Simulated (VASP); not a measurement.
Mo:

```
Mo
1.0
    -1.57342    1.57342    1.57342
     1.57342   -1.57342    1.57342
     1.57342    1.57342   -1.57342
Mo
1
Direct
  0.00000 0.00000 0.00000
```

Program: VASP 6.6.1. Alike in all runs: task single point; level PBE; potentials or basis VASP PAW PBE potentials, release 64 (Mo_sv); spin collinear, ferromagnetic start; cell as given; k mesh 17 × 17 × 17; cutoff (eV) 520; smearing fermi-dirac 0.05 eV.

Order these runs on this cell by their pressure, lowest first.
A. fixed moment (μB) 1.0
B. fixed moment (μB) 0.5
C. fixed moment (μB) 0.75

B (5.4 GPa), C (7.0 GPa), A (9.7 GPa).

Caveats: the total moment is fixed, so each spin has its own Fermi level.
